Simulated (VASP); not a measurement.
# Mn2AlCu3 (R-3m) in VASP: single point with PBE

Aim: the single point of Mn2AlCu3 with PBE.

Everything below comes from runs of VASP 6.6.1. Logs are shortened: lines on timing, memory, paths and dates and some standing lists are left out, and cuts for length are marked.

**1. The cell of the first run**

The structure is trigonal, space group R-3m (No. 166). Conventional cell: a = 4.834 Å, b = 4.834 Å, c = 11.901 Å, α = 90.00°, β = 90.00°, γ = 120.00°. Within 3.7 Å of Mn (site symmetry 3m) lie 3 Al at 2.83 Å and 9 Cu at 2.83 to 2.84 Å and 4 Mn at 2.95 to 3.00 Å. Al (site symmetry -3m) has 6 Cu at 2.43 Å and 6 Mn at 2.83 Å within 3.2 Å. Cu (site symmetry 2/m) has 4 Cu at 2.42 Å and 2 Al at 2.43 Å and 6 Mn at 2.83 to 2.84 Å within 3.2 Å.

**2. Single point, PBE, collinear spin, ferromagnetic start**

Input file INCAR:

```
SYSTEM = Mn2AlCu3
PREC = Accurate ; ENCUT = 600
EDIFF = 1E-6 ; ISMEAR = 0
SIGMA = 0.1 ; LREAL = .FALSE.
LASPH = .TRUE. ; NELM = 200
ALGO = Normal ; ISIF = 2
LWAVE = .FALSE. ; LCHARG = .FALSE.
ISPIN = 2 ; MAGMOM = 4 4 0 0 0 0
LORBIT = 11 ; LMAXMIX = 4
GGA = PE ; NBANDS = 44
GGA_COMPAT = .FALSE.
```

Input file KPOINTS:

```
regular mesh
0
G
  6 6 6
  0 0 0
```

Input file POSCAR:

```
Mn2AlCu3
1.0
    2.4171901868      1.3955654050      3.9671282347
   -2.4171901868      1.3955654050      3.9671282347
    0.0000000000     -2.7911308100      3.9671282347
Mn Al Cu
2 1 3
Direct
    0.8739780000      0.8739780000      0.8739780000
    0.1260220000      0.1260220000      0.1260220000
    0.5000000000      0.5000000000      0.5000000000
    0.5000000000      0.0000000000      0.5000000000
    0.5000000000      0.5000000000      0.0000000000
    0.0000000000      0.5000000000      0.5000000000
```

Potentials or basis: VASP PAW PBE potentials, release 64 (Mn_pv, Al, Cu).

Run with:

```console
$ cat potpaw_PBE.64/Mn_pv/POTCAR potpaw_PBE.64/Al/POTCAR potpaw_PBE.64/Cu/POTCAR > POTCAR
$ mpirun -np 1 vasp_std > vasp.out
```

OUTCAR:

```text
SYSTEM = Mn2AlCu3
   PREC = Accurate
   ENCUT = 600
   EDIFF = 1E-6
   ISMEAR = 0
   LREAL = .FALSE.
   LASPH = .TRUE.
   NELM = 200
   ISIF = 2
   ISPIN = 2
   LORBIT = 11
   GGA = PE

 ion  position               nearest neighbor table
   1  0.874  0.874  0.874-   3 2.83   3 2.83   3 2.83   5 2.83   4 2.83   6 2.83   6 2.84   6 2.84
                             4 2.84   4 2.84   5 2.84   5 2.84   2 2.95   2 2.95   2 2.95   2 3.00
   2  0.126  0.126  0.126-   3 2.83   3 2.83   3 2.83   5 2.83   6 2.83   4 2.83   4 2.84   6 2.84
                             6 2.84   4 2.84   5 2.84   5 2.84   1 2.95   1 2.95   1 2.95   1 3.00
   3  0.500  0.500  0.500-   5 2.43   5 2.43   6 2.43   4 2.43   4 2.43   6 2.43   1 2.83   2 2.83
                             1 2.83   2 2.83   1 2.83   2 2.83
   4  0.500  0.000  0.500-   5 2.42   5 2.42   6 2.42   6 2.42   3 2.43   3 2.43   1 2.83   2 2.83
                             1 2.84   2 2.84   1 2.84   2 2.84
   5  0.500  0.500  0.000-   4 2.42   6 2.42   4 2.42   6 2.42   3 2.43   3 2.43   1 2.83   2 2.83
                             1 2.84   2 2.84   1 2.84   2 2.84
   6  0.000  0.500  0.500-   5 2.42   5 2.42   4 2.42   4 2.42   3 2.43   3 2.43   1 2.83   2 2.83
                             2 2.84   1 2.84   2 2.84   1 2.84

  LATTYP: Found a trigonal (rhomboedric) cell.
 ALAT       =     4.8506203345
 COS(alpha) =     0.5033424127

  Lattice vectors:

 A1 = (   2.4171901868,   1.3955654050,   3.9671282347)
 A2 = (  -2.4171901868,   1.3955654050,   3.9671282347)
 A3 = (   0.0000000000,  -2.7911308100,   3.9671282347)

Analysis of symmetry for initial positions (statically):
=====================================================================
 Subroutine PRICEL returns:
 Original cell was already a primitive cell.

 Routine SETGRP: Setting up the symmetry group for a
 trigonal (rhombohedral) supercell.

 Subroutine GETGRP returns: Found 12 space group operations
 (whereof 12 operations were pure point group operations)
 out of a pool of 12 trial point group operations.

The static configuration has the point symmetry D_3d.

Analysis of symmetry for dynamics (positions and initial velocities):
=====================================================================
 Subroutine PRICEL returns:
 Original cell was already a primitive cell.

 Routine SETGRP: Setting up the symmetry group for a
 trigonal (rhombohedral) supercell.

 Subroutine GETGRP returns: Found 12 space group operations
 (whereof 12 operations were pure point group operations)
 out of a pool of 12 trial point group operations.

The dynamic configuration has the point symmetry D_3d.

Analysis of structural, dynamic, and magnetic symmetry:
=====================================================================
 Subroutine PRICEL returns:
 Original cell was already a primitive cell.

 Routine SETGRP: Setting up the symmetry group for a
[... 157 lines left out ...]
  ---------------------------------------------------
  free energy    TOTEN  =       -32.64682212 eV

  energy without entropy =      -32.62590722  energy(sigma->0) =      -32.63636467

 E-fermi :   7.7540     XC(G=0): -12.0396

 val. band max:        7.7420938464   @ k =   0.3333   0.3333   0.1667
 cond. band min:       7.7615886894   @ k =   0.3333   0.3333  -0.0000
 fundamental gap:      0.0194948430
 Fermi energy:         7.7539898984

 spin component 1

 k-point     1 :       0.0000    0.0000    0.0000
  band No.  band energies     occupation
      1     -42.1481      1.00000
      2     -42.1200      1.00000
      3     -42.1053      1.00000
      4     -42.1053      1.00000
      5     -42.0714      1.00000
      6     -42.0714      1.00000
[... 1093 lines left out ...]
     42      16.3363      0.00000
     43      16.6428      0.00000

 [... further k-points ...]

 spin component 2

 k-point     1 :       0.0000    0.0000    0.0000
  band No.  band energies     occupation
      1     -38.2963      1.00000
      2     -38.2963      1.00000
      3     -38.2574      1.00000
      4     -38.2573      1.00000
      5     -38.2573      1.00000
      6     -38.2257      1.00000
[... 1093 lines left out ...]
     42      16.6619      0.00000
     43      16.9723      0.00000

 [... further k-points ...]

 [bands above 43 left out]

------------------------ aborting loop because EDIFF is reached ----------------------------------------

  FORCE on cell =-STRESS in cart. coord.  units (eV):
  Direction    XX          YY          ZZ          XY          YZ          ZX
  --------------------------------------------------------------------------------------
  -------------------------------------------------------------------------------------
  Total        0.9978476      0.9978476      0.4980846      0.0000000      0.0000000      0.0000000
  in kB       19.9106891     19.9106891      9.9385986      0.0000000      0.0000000      0.0000000
  external PRESSURE =      16.5866589 kB  Pullay stress =       0.0000000 kB

 VOLUME and BASIS-vectors are now :
 -----------------------------------------------------------------------------
  energy-cutoff  :      600.00
  volume of cell :       80.30
      direct lattice vectors                 reciprocal lattice vectors
     2.417190187  1.395565405  3.967128235     0.206851742  0.119425909  0.084023836
    -2.417190187  1.395565405  3.967128235    -0.206851742  0.119425909  0.084023836
     0.000000000 -2.791130810  3.967128235     0.000000000 -0.238851817  0.084023836

 POSITION                                       TOTAL-FORCE (eV/Angst)
 -----------------------------------------------------------------------------------
      0.00000      0.00000     10.40155        -0.000000     -0.000000     -0.033729
      0.00000      0.00000      1.49984        -0.000000      0.000000      0.033729
      0.00000      0.00000      5.95069        -0.000000      0.000000     -0.000000
      1.20860     -0.69778      3.96713         0.000000      0.000000     -0.000000
      0.00000      1.39557      3.96713        -0.000000      0.000000     -0.000000
     -1.20860     -0.69778      3.96713         0.000000      0.000000     -0.000000
 -----------------------------------------------------------------------------------
    total drift:                                0.000000     -0.000000      0.000000

  FREE ENERGIE OF THE ION-ELECTRON SYSTEM (eV)
  ---------------------------------------------------
  free  energy   TOTEN  =       -32.6468221170 eV

  energy  without entropy=      -32.6259072157  energy(sigma->0) =      -32.63636467

 total charge

# of ion       s       p       d       tot
------------------------------------------
    1        0.270   6.208   4.940  11.418
    2        0.270   6.208   4.940  11.418
    3        0.415   0.426   0.000   0.841
    4        0.489   0.476   9.135  10.100
    5        0.489   0.476   9.135  10.100
    6        0.489   0.476   9.135  10.100
--------------------------------------------------
tot          2.423  14.268  37.286  53.978

 magnetization (x)

# of ion       s       p       d       tot
------------------------------------------
    1        0.015   0.017   3.577   3.610
    2        0.015   0.017   3.577   3.610
    3       -0.010  -0.038   0.000  -0.048
    4       -0.018  -0.035   0.080   0.026
    5       -0.018  -0.035   0.080   0.026
    6       -0.018  -0.035   0.080   0.026
--------------------------------------------------
tot         -0.033  -0.110   7.394   7.250
```

stdout:

```text
POSCAR found type information on POSCAR MnAlCu
 POSCAR found :  3 types and       6 ions
 scaLAPACK will be used
 LDA part: xc-table for (Slater+PW92), standard interpolation
 POSCAR, INCAR and KPOINTS ok, starting setup
 FFT: planning ... GRIDC
 FFT: planning ... GRID_SOFT
 FFT: planning ... GRID
 WAVECAR not read
 entering main loop
```

Wall time 8.6 min (1 thread of Intel Xeon 8259CL, shared host); peak memory 0.42 GiB.

Results:

- Free energy: -32.6468 eV
- Pressure: 1.7 GPa
- Largest force: 0.034 eV/Å
- Net moment: 7.36 μB per cell
- Site moments: Mn +3.61; Al -0.05; Cu +0.03 μB
- Valence electrons inside the program's atomic spheres: Mn 11.42; Al 0.84; Cu 10.10

Forces in eV/Å, atoms in the order of the input:
```
Mn   0.000  0.000 -0.034
Mn   0.000  0.000  0.034
Al   0.000  0.000  0.000
Cu   0.000  0.000  0.000
Cu   0.000  0.000  0.000
Cu   0.000  0.000  0.000
```

Levels at points of the mesh, in eV from the Fermi level:
Spin up:
| k point | band 33 | band 34 | band 35 | band 36 | band 37 | band 38 |
| --- | --- | --- | --- | --- | --- | --- |
| (0.00, 0.00, 0.00) | -1.33 | 1.29 | 1.29 | 1.79 | 3.38 | 3.49 |
| (0.50, 0.00, 0.00) | -1.53 | -0.34 | 0.40 | 1.16 | 2.20 | 2.70 |
| (0.50, 0.50, 0.00) | -1.60 | -1.55 | -0.63 | 0.20 | 0.33 | 6.95 |
| (0.50, 0.50, 0.50) | -1.46 | -1.09 | 0.24 | 0.24 | 2.58 | 2.58 |
Spin down:
```tsv
k point	band 25	band 26	band 27	band 28	band 29	band 30
(0.00, 0.00, 0.00)	-1.62	-0.81	-0.81	-0.66	0.12	0.20
(0.50, 0.00, 0.00)	-1.05	-0.82	-0.37	0.05	0.21	0.26
(0.50, 0.50, 0.00)	-1.70	-1.53	-0.54	0.49	0.54	0.58
(0.50, 0.50, 0.50)	-0.42	-0.42	-0.34	-0.34	-0.11	-0.11
```
